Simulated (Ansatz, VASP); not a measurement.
**Sb: VASP beside Ansatz**

The input INCAR:

```
SYSTEM = Sb
PREC     = Accurate       ! precision mode
ENCUT    = 520            ! plane-wave cutoff, eV
EDIFF    = 1E-6           ! SCF threshold, eV
ISMEAR   = 0              ! smearing method
SIGMA    = 0.1            ! smearing width, eV
LREAL    = .FALSE.        ! projectors in reciprocal space
LASPH    = .TRUE.         ! aspherical terms in the spheres
NELM     = 60             ! most SCF steps
ALGO     = Normal         ! electronic algorithm
ISIF     = 2              ! what is computed and relaxed
LWAVE    = .FALSE.        ! write WAVECAR
LCHARG   = .FALSE.        ! write CHGCAR
GGA      = PE             ! functional
NBANDS   = 8              ! bands
```

Contents of KPOINTS:

```
Automatic mesh
0
G
  6 6 6
  0 0 0
```

Contents of POSCAR:

```
Sb
1.0
    0.0000000000      2.5049848768      2.5049848768
    2.5049848768      0.0000000000      2.5049848768
    2.5049848768      2.5049848768      0.0000000000
Sb
1
Direct
    0.0000000000      0.0000000000      0.0000000000
```

Input for Ansatz:

```yaml
crystal:
  lattice:
    - [0.0, 2.5049848768, 2.5049848768]
    - [2.5049848768, 0.0, 2.5049848768]
    - [2.5049848768, 2.5049848768, 0.0]
  atoms:
    - { symbol: Sb, position: [0.0, 0.0, 0.0] }
basis:
  ecutwfc: 420
kpoints:
  mp_grid: { grid: [6, 6, 6] }
hamiltonian:
  xc: pbe
scf:
  occupations: { method: gaussian, width: 0.1 }
  lower_state_search: "off"
output:
  forces: true
  stress: true
  eigenvalues: true
```

Alike in both runs: task single point; functional PBE; k mesh 6 × 6 × 6; occupations gaussian, width 0.1 eV; no spin polarisation.

```csv
,VASP,Ansatz
version,VASP 6.6.1,Ansatz 0.2.0
potentials or method,"VASP PAW PBE potentials, release 64 (Sb), cutoff 520 eV","scalar-relativistic, plane waves, PAW"
valence electrons in the cell,5,15
```

Ansatz gave:

| Property | Result |
| --- | --- |
| gap on the k mesh at the Fermi level (eV) | none |
| pressure (GPa) | -5.7 |

Problem. Which values does VASP return?

Solution. gap on the k mesh at the Fermi level (eV): none; pressure (GPa): -5.9.

A gap of «none» marks a metal or a gap that the smearing closes. With one functional, cell and mesh, what is left measures potentials, basis and numerics. VASP's potentials hold 5 valence electrons a cell and Ansatz's 15, so a difference there can come from the potentials and not from the codes.

The k mesh is coarse, so the values compare programs but aren't converged. Neither program's run includes spin-orbit coupling.
